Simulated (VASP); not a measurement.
Write the native input for VASP 6.6.1 that does the following.

| Item | Value |
| --- | --- |
| Task | single point |
| Functional | PBE |
| Potentials or basis | VASP PAW PBE potentials, release 64 (Au) |
| Cutoff | 520 eV |
| k mesh | 12 × 9 × 1 |
| Occupations | fermi-dirac, width 0.05 eV |
| Spin | no spin polarisation |
| Dipole correction | yes |
| Further INCAR settings | ALGO = Normal; EDIFF = 1e-07; NBANDS = 36 |

The structure of Au lies in POSCAR:

```
Au
1.0
    2.9400990585      0.0000000000      0.0000000000
    0.0000000000      4.1579279633      0.0000000000
    0.0000000000      0.0000000000     18.6983000000
Au
5
Direct
    0.0000000000      0.0000000000      0.3476246878
    0.5000000000      0.5000000000      0.4171458747
    0.0000000000      0.0000000000      0.5000000001
    0.5000000000      0.5000000000      0.5828541258
    0.0000000000      0.0000000000      0.6523753122
```

These files were run (other wordings do the same):

INCAR

```
PREC = Accurate
ENCUT = 520
EDIFF = 1E-7
ISMEAR = -1
SIGMA = 0.05
LREAL = F
LASPH = T
NELM = 100
ALGO = Normal
ISIF = 2
LWAVE = F
LCHARG = F
LDIPOL = T
IDIPOL = 3
DIPOL = 0.5 0.5 0.500
GGA = PE
NBANDS = 36
```

KPOINTS

```
Automatic mesh
0
Gamma
  12 9 1
```

Potentials or basis: VASP PAW PBE potentials, release 64 (Au).

The run is started by

```bash
$ cat potpaw_PBE.64/Au/POTCAR > POTCAR
$ mpirun -np 1 vasp_std > vasp.out
```

Results of the run:

| Property | Result |
| --- | --- |
| Largest force | 0.010 eV/Å |
| Band gap on the k mesh | zero (an odd number of electrons rules out a gap without spin polarisation) |

Caveat: spin-orbit coupling is left out, which moves the levels of the heavy elements.

Wall time 3 min on 1 thread of Intel(R) Xeon(R) Platinum 8488C (Sapphire Rapids), with other jobs on the host, peak memory 0.42 GiB.
